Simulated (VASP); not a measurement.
Write the native input for VASP 6.6.1 that does the following.

- Task: relaxation of shape and atoms at fixed volume
- Functional: r2SCAN
- Potentials or basis: VASP PAW PBE potentials, release 64 (Si)
- Cutoff: 600 eV
- k mesh: 12 × 12 × 2
- Occupations: gaussian, width 0.02 eV
- Spin: no spin polarisation
- Dipole correction: no
- Further INCAR settings: ALGO = Normal; EDIFF = 1e-07; IBRION = 2; EDIFFG = -0.01; NSW = 50; ISIF = 4

Si:

```
Si
1.0
     3.91547    0.00000    0.00000
    -1.95773    3.39090    0.00000
     0.00000    0.00000   12.87229
Si
8
Cartesian
  0.0000 0.0000 5.2365
  0.0000 0.0000 11.6726
  0.0000 0.0000 1.1997
  0.0000 0.0000 7.6358
  0.0000 2.2606 4.4291
  1.9577 1.1303 10.8652
  0.0000 2.2606 2.0071
  1.9577 1.1303 8.4432
```

This isn't the form of Si at room conditions, which is diamond.

These files were run (other wordings do the same):

POSCAR

```
Si
1.0
    3.9154695853      0.0000000000      0.0000000000
   -1.9577347926      3.3908961286      0.0000000000
    0.0000000000      0.0000000000     12.8722899587
Si
8
Direct
    0.0000000000      0.0000000000      0.4068024715
    0.0000000000      0.0000000000      0.9068024715
    0.0000000000      0.0000000000      0.0931975285
    0.0000000000      0.0000000000      0.5931975285
    0.3333333333      0.6666666667      0.3440771147
    0.6666666667      0.3333333333      0.8440771147
    0.3333333333      0.6666666667      0.1559228853
    0.6666666667      0.3333333333      0.6559228853
```

INCAR.step1

```
ALGO     = Normal         # electronic algorithm
EDIFF    = 1E-4           # SCF threshold, eV
ENCUT    = 600            # plane-wave cutoff, eV
GGA      = PE             # functional
ISMEAR   = 0              # smearing method
LASPH    = T              # aspherical terms in the spheres
LCHARG   = F              # write CHGCAR
LREAL    = F              # projectors in reciprocal space
LWAVE    = T              # write WAVECAR
NELM     = 80             # most SCF steps
PREC     = Accurate       # precision mode
SIGMA    = 0.02           # smearing width, eV
```

INCAR.step2

```
ALGO     = Normal         # electronic algorithm
EDIFF    = 1E-7           # SCF threshold, eV
EDIFFG   = -0.01          # ionic threshold
ENCUT    = 600            # plane-wave cutoff, eV
IBRION   = 2              # ionic algorithm
ISIF     = 4              # what is computed and relaxed
ISMEAR   = 0              # smearing method
ISTART   = 1            
LASPH    = T              # aspherical terms in the spheres
LCHARG   = F              # write CHGCAR
LMIXTAU  = T            
LREAL    = F              # projectors in reciprocal space
LWAVE    = F              # write WAVECAR
METAGGA  = R2SCAN         # meta-GGA
NELM     = 80             # most SCF steps
NSW      = 50             # ionic steps
PREC     = Accurate       # precision mode
SIGMA    = 0.02           # smearing width, eV
```

KPOINTS

```
k-points
0
Gamma
  12 12 2
```

Potentials or basis: VASP PAW PBE potentials, release 64 (Si).

The run is started by

```sh
$ cat potpaw_PBE.64/Si/POTCAR > POTCAR
$ cp INCAR.step1 INCAR
$ mpirun -np 1 vasp_std > vasp.out
$ cp INCAR.step2 INCAR
$ mpirun -np 1 vasp_std > vasp.out
```

Results of the run:

- Energy gained by relaxing: 0.0 meV/atom
- Ionic steps: 2
- Pressure after relaxing: -5.2 GPa
- Largest force after relaxing: 0.003 eV/Å
- Band gap on the k mesh: 0.88 eV (least direct gap 1.42 eV)

Caveat: the PAW data sets were made with another functional, which shifts forces and pressure a little.

Wall time 21 min on 1 thread of Oxide Virtual Turin-like Processor, with other jobs on the host, peak memory 0.39 GiB.
